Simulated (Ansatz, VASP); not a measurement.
Al: VASP beside Ansatz

INCAR

```
  PREC = Accurate
  ENCUT = 500
  EDIFF = 1E-6
  ISMEAR = -1
  SIGMA = 0.05
  LREAL = F
  LASPH = T
  NELM = 120
  ALGO = Normal
  ISIF = 2
  LWAVE = F
  LCHARG = F
  GGA = PE
  NBANDS = 8
  GGA_COMPAT = F
```

Contents of KPOINTS:

```
regular mesh
0
Gamma
  17 17 17
```

The input POSCAR:

```
Al
1.0
   -0.0605937986      1.9894963871      1.9894963871
    1.9894963871     -0.0605937986      1.9894963871
    1.9894963871      1.9894963871     -0.0605937986
Al
1
Direct
    0.0000000000      0.0000000000      0.0000000000
```

Input for Ansatz:

```yaml
crystal:
  lattice:
    - [-0.0605937986, 1.9894963871, 1.9894963871]
    - [1.9894963871, -0.0605937986, 1.9894963871]
    - [1.9894963871, 1.9894963871, -0.0605937986]
  atoms:
    - { symbol: Al, position: [0.0, 0.0, 0.0] }
kpoints:
  mp_grid: { grid: [17, 17, 17] }
scf:
  occupations: { method: fermi_dirac, width: 0.05 }
  mixing: { algorithm: broyden, beta: 0.2, ndim: 16 }
hamiltonian:
  xc: pbe
  pseudopotentials: { kind: all_electron, lapw: { basis_error: 0.00025 } }
output:
  forces: true
  stress: true
  eigenvalues: true
```

Alike in both runs: task single point; functional PBE; k mesh 17 × 17 × 17; occupations fermi-dirac, width 0.05 eV; no spin polarisation.

|  | VASP | Ansatz |
| --- | --- | --- |
| version | VASP 6.6.1 | Ansatz 0.2.0 |
| potentials or method | VASP PAW PBE potentials, release 64 (Al), cutoff 500 eV | all-electron LAPW, scalar-relativistic |

```csv
,VASP,Ansatz,Ansatz less VASP
gap on the k mesh at the Fermi level (eV),none,none,-
pressure (GPa),0.3,0.3,+0.03
"traceless stress, the component that is largest in VASP (GPa)",1.16,1.17,+0.002
```

A gap of «none» marks a metal or a gap that the smearing closes. Ansatz ran all-electron here, and VASP with PAW potentials.
